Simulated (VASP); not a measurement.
Runs of VASP 6.6.1 on AlP. The structure is that of space group F-43m (No. 216), or close to it. The cells are those of the table. 

```csv
task,cell,k mesh,smearing,gap on the mesh (eV),pressure (GPa)
single point,"a = 3.894 Å, angles 60.0°, 2 atoms",8 × 8 × 8,gaussian 0.01 eV,1.49,-1.6
single point,"a = 3.910 Å, angles 60.0°, 2 atoms",8 × 8 × 8,gaussian 0.02 eV,1.51,-2.6
relaxation of cell and atoms,"relaxed to 5 GPa from a = 3.868 Å, angles 60.0°, 2 atoms",8 × 8 × 8,gaussian 0.01 eV,(b),5.0
single point,"a = 3.868 Å, angles 60.0°, 2 atoms",8 × 8 × 8,gaussian 0.01 eV,1.45,0.0
single point,"a = 3.775 Å, angles 60.0°, 2 atoms",8 × 8 × 8,gaussian 0.02 eV,1.30,7.4
single point,"a = 3.647 Å, angles 60.0°, 2 atoms",10 × 10 × 10,gaussian 0.01 eV,1.05,22.1
single point,"a = 3.738 Å, angles 60.0°, 2 atoms",10 × 10 × 10,gaussian 0.01 eV,1.23,11.0
single point,"a = 3.916 Å, angles 60.0°, 2 atoms",8 × 8 × 8,gaussian 0.01 eV,1.52,-3.0
single point,"a = 3.868 Å, angles 60.0°, 2 atoms",8 × 8 × 8,gaussian 0.02 eV,1.45,0.0
relaxation of cell and atoms,"relaxed to -3 GPa from a = 3.868 Å, angles 60.0°, 2 atoms",8 × 8 × 8,gaussian 0.01 eV,1.52,-3.0
single point,"a = 3.802 Å, angles 60.0°, 2 atoms",8 × 8 × 8,gaussian 0.01 eV,(a),5.0
```

Alike in all rows: level PBEsol; potentials or basis VASP PAW PBE potentials, release 64 (Al, P); no spin polarisation; cutoff (eV) 500.

**Question.** Fill in the values left out.

**Answer.** (a) 1.34; (b) 1.35.

Caveats: the PAW data sets were made with another functional, which shifts forces and pressure a little; the cell is relaxed towards a set pressure, so the enthalpy falls and the energy may rise (some runs).

A k mesh can miss the band edges.
